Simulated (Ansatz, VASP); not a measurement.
Hg: VASP beside Ansatz

The input INCAR:

```
  PREC = Accurate
  ENCUT = 520
  EDIFF = 1E-7
  ISMEAR = 0
  SIGMA = 0.1
  LREAL = False
  LASPH = True
  NELM = 100
  ALGO = Fast
  ISIF = 2
  LWAVE = False
  LCHARG = False
  GGA = PE
  NBANDS = 12
```

Contents of KPOINTS:

```
Automatic mesh
0
Gamma
  14 14 14
```

Contents of POSCAR:

```
Hg
1.0
    1.7119738506      1.1043255244      2.2603024264
   -1.7119738506      1.1043255244      2.2603024264
    0.0000000000     -2.0589953886      2.1933917272
Hg
1
Direct
    0.0000000000      0.0000000000      0.0000000000
```

Input for Ansatz:

```yaml
crystal:
  lattice:
    - [1.7119738506, 1.1043255244, 2.2603024264]
    - [-1.7119738506, 1.1043255244, 2.2603024264]
    - [0.0, -2.0589953886, 2.1933917272]
  atoms:
    - { symbol: Hg, position: [0.0, 0.0, 0.0] }
basis:
  ecutwfc: 420
kpoints:
  mp_grid: { grid: [14, 14, 14] }
hamiltonian:
  xc: pbe
scf:
  occupations: { method: gaussian, width: 0.1 }
output:
  forces: true
  stress: true
  eigenvalues: true
```

Alike in both runs: task single point; functional PBE; k mesh 14 × 14 × 14; occupations gaussian, width 0.1 eV; no spin polarisation.

|  | VASP | Ansatz |
| --- | --- | --- |
| version | VASP 6.6.1 | Ansatz 0.2.0 |
| potentials or method | VASP PAW PBE potentials, release 64 (Hg), cutoff 520 eV | scalar-relativistic, plane waves, PAW |
| valence electrons in the cell | 12 | 20 |

Ansatz gave:

| Property | Result |
| --- | --- |
| gap on the k mesh at the Fermi level (eV) | none |
| pressure (GPa) | 4.0 |
| traceless stress, the component that is largest in VASP (GPa) | 0.16 |

Q: What did VASP give for the same quantities?

A: gap on the k mesh at the Fermi level (eV): none; pressure (GPa): 4.3; traceless stress, the component that is largest in VASP (GPa): 0.31.

A gap of «none» marks a metal or a gap that the smearing closes. VASP's potentials hold 12 valence electrons a cell and Ansatz's 20, so a difference there can come from the potentials and not from the codes.

Neither program's run includes spin-orbit coupling.
